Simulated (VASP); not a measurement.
## SiC: single point with PBE

SiC:

```
CELL_PARAMETERS angstrom
0.00000 2.13449 2.20587
2.13449 0.00000 2.20587
2.13449 2.13449 0.00000
ATOMIC_POSITIONS crystal
Si 0.00000 0.00000 0.00000
C 0.25000 0.25000 0.25000
```

This cell differs from its parent crystal: epitaxial xy strain -2.0%.

- Program: VASP 6.6.1
- Task: single point
- Functional: PBE
- Potentials or basis: VASP PAW PBE potentials, release 64 (Si, C)
- Cutoff: 520 eV
- k mesh: 10 × 10 × 10
- Occupations: fermi-dirac, width 0.02 eV
- Spin: no spin polarisation
- Dipole correction: no
- Further INCAR settings: ALGO = Normal; EDIFF = 1e-07; NBANDS = 11

* Pressure: 10.0 GPa
* Band gap on the k mesh: 1.15 eV, indirect (least direct gap 4.54 eV)

Stress tensor (GPa, compression positive):
```
13.06  0.00  0.00
 0.00 13.06  0.00
 0.00  0.00  3.95
```

Levels at points of the mesh, in eV from the valence-band top:
| k point | band 1 | band 2 | band 3 | band 4 | band 5 | band 6 | band 7 | band 8 | band 9 |
| --- | --- | --- | --- | --- | --- | --- | --- | --- | --- |
| (0.00, 0.00, 0.00) | -15.71 | -0.24 | 0.00 | 0.00 | 6.49 | 7.41 | 7.41 | 7.49 | 14.04 |
| (0.50, 0.00, 0.00) | -12.04 | -8.78 | -1.35 | -0.93 | 5.49 | 7.14 | 7.52 | 10.15 | 16.37 |
| (0.50, 0.50, 0.00) | -10.73 | -8.25 | -3.08 | -3.08 | 1.46 | 4.73 | 14.39 | 14.39 | 14.73 |
| (0.50, 0.00, 0.50) | -10.47 | -7.83 | -3.47 | -3.41 | 1.15 | 4.15 | 13.69 | 14.77 | 15.23 |

It took 27 s on 1 thread of Intel Xeon 8259CL, on a shared host, peak memory 0.15 GiB.

Caveat: the cell differs from its parent crystal (epitaxial xy strain -2.0%). A k mesh can miss the band edges.
